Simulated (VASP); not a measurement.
Here is a VASP 6.6.1 calculation.

INCAR

```
SYSTEM = Sn2Sb
ALGO     = Normal         ! electronic algorithm
EDIFF    = 1E-6           ! SCF threshold, eV
ENCUT    = 520            ! plane-wave cutoff, eV
GGA      = PE             ! functional
ISIF     = 2              ! what is computed and relaxed
ISMEAR   = 0              ! smearing method
LASPH    = .True.         ! aspherical terms in the spheres
LCHARG   = .False.        ! write CHGCAR
LREAL    = .False.        ! projectors in reciprocal space
LWAVE    = .False.        ! write WAVECAR
NBANDS   = 24             ! bands
NELM     = 100            ! most SCF steps
PREC     = Accurate       ! precision mode
SIGMA    = 0.1            ! smearing width, eV
```

KPOINTS

```
k-points
0
Gamma
  6 6 4
  0 0 0
```

File POSCAR:

```
Sn2Sb
1.0
    5.2844057930      0.0000000000      0.0000000000
   -2.6422028965      4.5764296607      0.0000000000
    0.0000000000      0.0000000000      3.4484554319
Sn Sb
2 1
Direct
    0.3333333333      0.6666666667      0.5000000000
    0.6666666667      0.3333333333      0.5000000000
    0.0000000000      0.0000000000      0.0000000000
```

Potentials or basis: VASP PAW PBE potentials, release 64 (Sn_d, Sb).

The run is started by

```bash
$ cat potpaw_PBE.64/Sn_d/POTCAR potpaw_PBE.64/Sb/POTCAR > POTCAR
$ mpirun -np 1 vasp_std > vasp.out
```

(1) What does it give for the pressure?

(2) Predict the band gap on the k mesh.

Answers

(1) 0.0 GPa.

(2) zero (an odd number of electrons rules out a gap without spin polarisation).

Caveat: the k points lie up to 0.46 Å⁻¹ apart, too coarse for converged energies and pressures of a metal; spin-orbit coupling is left out, which moves the levels of the heavy elements.
